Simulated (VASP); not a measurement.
# Ir (Fm-3m) in VASP: further runs

The runs below take Ir through relaxation of cell and atoms, single point, with PBEsol.

Everything below comes from runs of VASP 6.6.1. Logs are shortened: lines on timing, memory, paths and dates and some standing lists are left out, and cuts for length are marked.

**1. The cell of the first run**

Symmetry: Fm-3m, No. 225, cubic system. The conventional cell has a = 3.798 Å, b = 3.798 Å, c = 3.798 Å, α = 90.00°, β = 90.00°, γ = 90.00°. Within 3.5 Å of Ir (site symmetry m-3m) lie 12 Ir at 2.69 Å.

**2. Relaxation of cell and atoms, PBEsol, target pressure 22 GPa, at which the enthalpy is minimised**

The input, INCAR:

```
  PREC = Accurate
  ENCUT = 600
  EDIFF = 1E-6
  ISMEAR = -1
  SIGMA = 0.15
  LREAL = F
  LASPH = T
  NELM = 100
  ALGO = Normal
  ISIF = 3
  LWAVE = F
  LCHARG = F
  GGA = PS
  IBRION = 2
  NSW = 80
  EDIFFG = -0.001
  PSTRESS = 220.0
```

The input, KPOINTS:

```
Automatic mesh
0
Gamma
  20 20 20
```

The input, POSCAR:

```
Ir
1.0
    0.0000000000      1.8990587510      1.8990587510
    1.8990587510      0.0000000000      1.8990587510
    1.8990587510      1.8990587510      0.0000000000
Ir
1
Direct
    0.0000000000      0.0000000000      0.0000000000
```

Potentials or basis: VASP PAW PBE potentials, release 64 (Ir).

On the command line:

```bash
$ cat potpaw_PBE.64/Ir/POTCAR > POTCAR
$ mpirun -np 1 vasp_std > vasp.out
```

OUTCAR:

```text
PREC = Accurate
   ENCUT = 600
   EDIFF = 1E-6
   ISMEAR = -1
   LREAL = F
   LASPH = T
   NELM = 100
   ISIF = 3
   GGA = PS
   IBRION = 2
   NSW = 80
   EDIFFG = -0.001
   PSTRESS = 220.0

 ion  position               nearest neighbor table
   1  0.000  0.000  0.000-

  LATTYP: Found a face centered cubic cell.
 ALAT       =     3.7981175020

  Lattice vectors:

 A1 = (   0.0000000000,   1.8990587510,   1.8990587510)
 A2 = (   1.8990587510,   0.0000000000,   1.8990587510)
 A3 = (   1.8990587510,   1.8990587510,   0.0000000000)

Analysis of symmetry for initial positions (statically):
=====================================================================
 Subroutine PRICEL returns:
 Original cell was already a primitive cell.

 Routine SETGRP: Setting up the symmetry group for a
 face centered cubic supercell.

 Subroutine GETGRP returns: Found 48 space group operations
 (whereof 48 operations were pure point group operations)
 out of a pool of 48 trial point group operations.

The static configuration has the point symmetry O_h .

Analysis of symmetry for dynamics (positions and initial velocities):
=====================================================================
 Subroutine PRICEL returns:
 Original cell was already a primitive cell.

 Routine SETGRP: Setting up the symmetry group for a
 face centered cubic supercell.

 Subroutine GETGRP returns: Found 48 space group operations
 (whereof 48 operations were pure point group operations)
 out of a pool of 48 trial point group operations.

The dynamic configuration has the point symmetry O_h .

 Subroutine INISYM returns: Found 48 space group operations
 (whereof 48 operations are pure point group operations),
 and found     1 'primitive' translations

----------------------------------------------------------------------------------------

                                     Primitive cell

  volume of cell :      13.6976

  direct lattice vectors                    reciprocal lattice vectors
     0.000000000  1.899058751  1.899058751    -0.263288326  0.263288326  0.263288326
     1.899058751  0.000000000  1.899058751     0.263288326 -0.263288326  0.263288326
     1.899058751  1.899058751  0.000000000     0.263288326  0.263288326 -0.263288326

  length of vectors
     2.685674641  2.685674641  2.685674641     0.456028758  0.456028758  0.456028758

  position of ions in fractional coordinates (direct lattice)
     0.000000000  0.000000000  0.000000000

  ion indices of the primitive-cell ions
   primitive index   ion index
                 1           1

----------------------------------------------------------------------------------------

 KPOINTS: Automatic mesh

Automatic generation of k-mesh.
 Grid dimensions read from file:
 generate k-points for:   20   20   20

 Generating k-lattice:

  Cartesian coordinates                     Fractional coordinates (reciprocal lattice)
    -0.013164416  0.013164416  0.013164416     0.050000000  0.000000000  0.000000000
     0.013164416 -0.013164416  0.013164416     0.000000000  0.050000000  0.000000000
     0.013164416  0.013164416 -0.013164416     0.000000000  0.000000000  0.050000000

  Length of vectors
     0.022801438  0.022801438  0.022801438

  Shift w.r.t. Gamma in fractional coordinates (k-lattice)
     0.000000000  0.000000000  0.000000000

 Subroutine IBZKPT returns following result:
 ===========================================

 Found    256 irreducible k-points:

 Following reciprocal coordinates:
            Coordinates               Weight
  0.000000  0.000000  0.000000      1.000000
  0.050000  0.000000  0.000000      8.000000
  0.100000  0.000000  0.000000      8.000000
  0.150000  0.000000  0.000000      8.000000
  0.200000  0.000000  0.000000      8.000000
  0.250000  0.000000  0.000000      8.000000
[... 16 lines left out ...]
 -0.400000  0.050000  0.000000     24.000000
 -0.350000  0.050000  0.000000     24.000000
 [... further k-points ...]
   k-points           NKPTS =    256   k-points in BZ     NKDIM =    256   number of bands    NBANDS=      8
   number of dos      NEDOS =    301   number of ions     NIONS =      1
   total plane-waves  NPLWV =  13824
   dimension x,y,z NGX =    24 NGY =   24 NGZ =   24
   dimension x,y,z NGXF=    48 NGYF=   48 NGZF=   48
   ions per type =               1
   NGX,Y,Z   is equivalent  to a cutoff of  14.86, 14.86, 14.86 a.u.
   NGXF,Y,Z  is equivalent  to a cutoff of  29.71, 29.71, 29.71 a.u.
 SYSTEM =  unknown system
   PREC   = accura    normal or accurate (medium, high low for compatibility)
   ISTART =      0    job   : 0-new  1-cont  2-samecut
   ICHARG =      2    charge: 1-file 2-atom 10-const
   ISPIN  =      1    spin polarized calculation?
   LNONCOLLINEAR =      F non collinear calculations
   LSORBIT =      F    spin-orbit coupling
   LASPH  =      T    aspherical Exc in radial PAW
   ENCUT  =  600.0 eV  44.10 Ry    6.64 a.u.   5.36  5.36  5.36*2*pi/ulx,y,z
   NELM   =    100;   NELMIN=  2; NELMDL= -5     # of ELM steps
   EDIFF  = 0.1E-05   stopping-criterion for ELM
   LREAL  =      F    real-space projection
   EDIFFG = -.1E-02   stopping-criterion for IOM
   NSW    =     80    number of steps for IOM
   IBRION =      2    ionic relax: 0-MD 1-quasi-New 2-CG
   NFREE  =      1    steps in history (QN), initial steepest desc. (CG)
   ISIF   =      3    stress and relaxation
   ISYM   =      2    0-nonsym 1-usesym 2-fastsym
   POTIM  = 0.5000    time-step for ionic-motion
   TEBEG  =    0.0;   TEEND  =   0.0 temperature during run
   PSTRESS=  220.0 pullay stress
   NELECT =       9.0000    total number of electrons
   NUPDOWN=      -1.0000    fix difference up-down
   EMIN   =  10.00;   EMAX   =-10.00  energy-range for DOS
   EFERMI =   0.00;   METHOD = LEGACY
   ISMEAR =    -1;   SIGMA  =   0.15  broadening in eV -4-tet -1-fermi 0-gaus
   EFERMI_NEDOS =   21; number of points for ismear=-14 and -15
   IALGO  =     38    algorithm
   IMIX   =      4    mixing-type and parameters
     AMIX     =   0.40;   BMIX     =  1.00
     AMIX_MAG =   1.60;   BMIX_MAG =  1.00
  volume/ion in A,a.u.               =      13.70        92.44
  Fermi-wavevector in a.u.,A,eV,Ry     =   1.423226  2.689508 27.559592  2.025573
  Thomas-Fermi vector in A             =   2.543846
   LORBIT       =      0    0 simple, 1 ext, 2 COOP (PROOUT), +10 PAW based schemes
   GGA     = PS    functional components
   LHFCALC =     F    Hartree Fock is set to
   AEXX    =    0.0000 exact exchange contribution
   IVDW    =     0    specifies the selected vdW correction
   LEPSILON=     F    determine dielectric tensor
   LRPA    =     F    only Hartree local field effects (RPA)
 conjugate gradient relaxation of ions
 non-spin polarized calculation
  energy-cutoff  :      600.00
  volume of cell :       13.70
 maximum number of plane-waves:       471
 NGX is ok and might be reduce to    24
   NGX = 11   NGY = 11   NGZ = 11

--------------------------------------- Ionic step        1  -------------------------------------------

 number of electron       9.0000000 magnetization

 Free energy of the ion-electron system (eV)
  ---------------------------------------------------
  ext. energy  EPLUGINS =         0.00000000
  ---------------------------------------------------
  free energy    TOTEN  =        -9.83904258 eV

  energy without entropy =       -9.77543891  energy(sigma->0) =       -9.80724074

------------------------ aborting loop because EDIFF is reached ----------------------------------------

  FORCE on cell =-STRESS in cart. coord.  units (eV):
  Direction    XX          YY          ZZ          XY          YZ          ZX
  --------------------------------------------------------------------------------------
  -------------------------------------------------------------------------------------
  Total        1.0460494      1.0460494      1.0460494      0.0000000      0.0000000      0.0000000
  in kB      122.3538370    122.3538370    122.3538370      0.0000000      0.0000000      0.0000000
  external PRESSURE =     -97.6461630 kB  Pullay stress =     220.0000000 kB
[... 244 lines left out ...]
  enthalpy is  TOTEN    =        -7.9668451936 eV   P V=        1.8424558884

--------------------------------------- Ionic step        8  -------------------------------------------

 number of electron       9.0000000 magnetization

 Free energy of the ion-electron system (eV)
  ---------------------------------------------------
  ext. energy  EPLUGINS =         0.00000000
  ---------------------------------------------------
  free energy    TOTEN  =        -9.80924742 eV

  energy without entropy =       -9.74834593  energy(sigma->0) =       -9.77879668

 E-fermi :  11.1605     XC(G=0): -14.4140

 val. band max:       11.1473632707   @ k =  -0.3500   0.3000   0.0000
 cond. band min:      11.1604531745   @ k =  -0.4000   0.4500   0.0500
 fundamental gap:      0.0130899038
 Fermi energy:        11.1604518889

 k-point     1 :       0.0000    0.0000    0.0000
  band No.  band energies     occupation
      1      -0.5818      2.00000
      2       6.9622      2.00000
      3       6.9622      2.00000
      4       6.9622      2.00000
      5       9.9139      1.99951
      6       9.9139      1.99951
      7      25.3938      0.00000
      8      31.2875      0.00000
[... 243 lines left out ...]
 k-point    24 :      -0.3500    0.0500    0.0000
  band No.  band energies     occupation
      1       2.5652      2.00000
      2       7.0260      2.00000
      3       7.1456      2.00000
      4       7.8655      2.00000
      5      11.0124      1.45705
      6      11.8720      0.01726
      7      21.8496      0.00000
      8      26.3279      0.00000

 [... further k-points ...]
[... 5 lines left out ...]
  --------------------------------------------------------------------------------------
  -------------------------------------------------------------------------------------
  Total        1.8425439      1.8425439      1.8425439     -0.0000000     -0.0000000      0.0000000
  in kB      220.0169221    220.0169221    220.0169221     -0.0000000     -0.0000000      0.0000000
  external PRESSURE =       0.0169221 kB  Pullay stress =     220.0000000 kB
[... 16 lines left out ...]
  FREE ENERGIE OF THE ION-ELECTRON SYSTEM (eV)
  ---------------------------------------------------
  free  energy   TOTEN  =        -9.8092474195 eV

  energy  without entropy=       -9.7483459317  energy(sigma->0) =       -9.77879668

  enthalpy is  TOTEN    =        -7.9668452105 eV   P V=        1.8424022090

 reached required accuracy - stopping structural energy minimisation
```

It took 40 s on 1 thread of Intel Xeon 6975P-C (Granite Rapids), shared host; peak memory 0.18 GiB.

What came out:

| Property | Result |
| --- | --- |
| Free energy | -9.8092 eV |
| Relaxed volume | 13.42 Å³/atom |
| Relaxed cell | a = 2.667 Å, b = 2.667 Å, c = 2.667 Å, α = 60.00°, β = 60.00°, γ = 60.00° |
| Space group after relaxing (to 0.05 Å) | Fm-3m (No. 225) |
| Energy change on relaxing (the enthalpy is what falls) | +29.8 meV/atom |
| Ionic steps | 8 |
| Pressure after relaxing | 22.0 GPa |

Step by step:
| step | energy change (eV) | largest force (eV/Å) | pressure (GPa) | volume (Å³) |
| --- | --- | --- | --- | --- |
| 1 | 0.0000 | 0.0000 | 12.24 | 13.70 |
| 2 | 0.4491 | 0.0000 | 86.71 | 12.11 |
| 3 | 0.0280 | 0.0000 | 21.53 | 13.43 |
| 4 | 0.0295 | 0.0000 | 21.93 | 13.42 |
| 5 | 0.0303 | 0.0000 | 22.14 | 13.41 |
| 6 | 0.0277 | 0.0000 | 21.45 | 13.43 |
| 7 | 0.0297 | 0.0000 | 21.98 | 13.42 |
| 8 | 0.0298 | 0.0000 | 22.00 | 13.42 |

Final structure:
```cif
data_structure
_symmetry_space_group_name_H-M 'P 1'
_symmetry_Int_Tables_number 1
_cell_length_a 2.6672
_cell_length_b 2.6672
_cell_length_c 2.6672
_cell_angle_alpha 60.000
_cell_angle_beta 60.000
_cell_angle_gamma 60.000
_cell_volume 13.42
loop_
_atom_site_label
_atom_site_type_symbol
_atom_site_fract_x
_atom_site_fract_y
_atom_site_fract_z
_atom_site_occupancy
Ir1 Ir 0.00000 0.00000 0.00000 1
```

Levels at points of the mesh, in eV from the Fermi level:
| k point | band 2 | band 3 | band 4 | band 5 | band 6 | band 7 |
| --- | --- | --- | --- | --- | --- | --- |
| (0.00, 0.00, 0.00) | -4.20 | -4.20 | -4.20 | -1.25 | -1.25 | 14.23 |
| (0.50, 0.00, 0.00) | -4.31 | -4.31 | -0.92 | 1.04 | 1.04 | 7.83 |
| (0.50, 0.50, 0.00) | -7.94 | 1.02 | 1.67 | 1.67 | 1.68 | 11.25 |

Caveat: the cell is relaxed towards a set pressure, so the enthalpy falls and the energy may rise; the PAW data sets were made with another functional, which shifts forces and pressure a little; spin-orbit coupling is left out, which moves the levels of the heavy elements.

**3. Relaxation of cell and atoms, PBEsol**

This run uses another cell than the first one, of 14.05 Å³/atom, 1.026 times its volume.

The input, INCAR:

```
SYSTEM = Ir
PREC     = Accurate       ! precision mode
ENCUT    = 600            ! plane-wave cutoff, eV
EDIFF    = 1E-6           ! SCF threshold, eV
ISMEAR   = -1             ! smearing method
SIGMA    = 0.15           ! smearing width, eV
LREAL    = .FALSE.        ! projectors in reciprocal space
LASPH    = .TRUE.         ! aspherical terms in the spheres
NELM     = 80             ! most SCF steps
ALGO     = Normal         ! electronic algorithm
ISIF     = 3              ! what is computed and relaxed
LWAVE    = .FALSE.        ! write WAVECAR
LCHARG   = .FALSE.        ! write CHGCAR
GGA      = PS             ! functional
IBRION   = 2              ! ionic algorithm
NSW      = 80             ! ionic steps
EDIFFG   = -0.001         ! ionic threshold
```

The input, KPOINTS:

```
Automatic mesh
0
G
  20 20 20
  0 0 0
```

The input, POSCAR:

```
Ir
1.0
    0.0000000000      1.9151152071      1.9151152071
    1.9151152071      0.0000000000      1.9151152071
    1.9151152071      1.9151152071      0.0000000000
Ir
1
Direct
    0.0000000000      0.0000000000      0.0000000000
```

Potentials or basis: VASP PAW PBE potentials, release 64 (Ir).

On the command line:

```bash
$ cat potpaw_PBE.64/Ir/POTCAR > POTCAR
$ mpirun -np 1 vasp_std > vasp.out
```

Wall time 23 s (1 thread of Intel Xeon 6975P-C (Granite Rapids), shared host); peak memory 0.18 GiB.

It converged, with:

```
Free energy                            : -9.8543 eV
Relaxed volume                         : 14.11 Å³/atom
Relaxed cell                           : a = 2.712 Å, b = 2.712 Å, c = 2.712 Å, α = 60.00°, β = 60.00°, γ = 60.00°
Space group after relaxing (to 0.05 Å) : Fm-3m (No. 225)
Energy gained by relaxing              : 0.3 meV/atom
Ionic steps                            : 4
Pressure after relaxing                : 0.0 GPa
```

Step by step:
```
step  energy change (eV)  largest force (eV/Å)  pressure (GPa)  volume (Å³)
   1              0.0000                0.0000            1.63        14.05
   2              0.0041                0.0000           -6.01        14.34
   3             -0.0003                0.0000            0.02        14.11
   4             -0.0003                0.0000            0.01        14.11
```

Final structure:
```
Ir
1.0
     0.00000    1.91791    1.91791
     1.91791    0.00000    1.91791
     1.91791    1.91791    0.00000
Ir
1
Cartesian
  0.0000 0.0000 0.0000
```

Levels at points of the mesh, in eV from the Fermi level:
| k point | band 1 | band 2 | band 3 | band 4 | band 5 | band 6 | band 7 | band 8 |
| --- | --- | --- | --- | --- | --- | --- | --- | --- |
| (0.00, 0.00, 0.00) | -11.18 | -3.88 | -3.88 | -3.88 | -1.16 | -1.16 | 14.35 | 19.94 |
| (0.50, 0.00, 0.00) | -8.14 | -3.98 | -3.98 | -0.79 | 0.94 | 0.94 | 7.29 | 13.88 |
| (0.50, 0.50, 0.00) | -7.94 | -7.36 | 0.92 | 1.52 | 1.52 | 1.68 | 10.53 | 11.71 |

Caveat: the PAW data sets were made with another functional, which shifts forces and pressure a little; spin-orbit coupling is left out, which moves the levels of the heavy elements. Zero-point motion and thermal expansion aren't in these numbers.

(Part 1 of 2 ends here.)
